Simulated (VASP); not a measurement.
A run of VASP 6.6.1:

The input INCAR:

```
PREC = Accurate
ENCUT = 520
EDIFF = 1E-7
ISMEAR = 0
SIGMA = 0.01
LREAL = Auto
LASPH = True
NELM = 150
ALGO = Normal
ISIF = 2
LWAVE = False
LCHARG = False
ISPIN = 2
MAGMOM = 0.25 0 0 0 0.25 0.25 0.25 0 0 0 0 0 0 0 0
LORBIT = 11
GGA = PE
NELECT = 57.0
NBANDS = 46
```

Contents of KPOINTS:

```
regular mesh
0
Gamma
  1 1 1
```

POSCAR

```
Al8N7
1.0
    0.0000000000      4.4031742003     -4.4031742003
    4.4031742003      4.4031742003      0.0000000000
    4.4031742003      0.0000000000     -4.4031742003
Al N
8 7
Direct
   -0.0034658484     -0.0034658484      0.5103975452
    0.0025514937      0.4991495021      0.4991495021
    0.4991495021      0.0025514937      0.4991495021
    0.4991495021      0.4991495021      0.4991495021
   -0.0034658484     -0.0034658484      0.9965341516
   -0.0034658484      0.5103975452      0.9965341516
    0.5103975452     -0.0034658484      0.9965341516
    0.4991495021      0.4991495021      1.0025514937
    0.1256203362      0.6243796638      0.1256203362
    0.6243796638      0.1256203362      0.1256203362
    0.6243796638      0.6243796638      0.1256203362
    0.1256203362      0.1256203362      0.6243796638
    0.1256203362      0.6243796638      0.6243796638
    0.6243796638      0.1256203362      0.6243796638
    0.6250000000      0.6250000000      0.6250000000
```

Potentials or basis: VASP PAW PBE potentials, release 64 (Al, N).

Command:

```console
$ cat potpaw_PBE.64/Al/POTCAR potpaw_PBE.64/N/POTCAR > POTCAR
$ mpirun -np 1 vasp_gam > vasp.out
```

Hardware: 1 thread of AMD EPYC 7R43 64-Core Processor (Zen 3), on a shared host.

Task: How long does it take, and how much memory?

Result: Wall time 44 s on 1 thread of AMD EPYC 7R43 64-Core Processor (Zen 3), on a shared host, peak memory 0.33 GiB. Counts: scf iterations 18, k points 1.
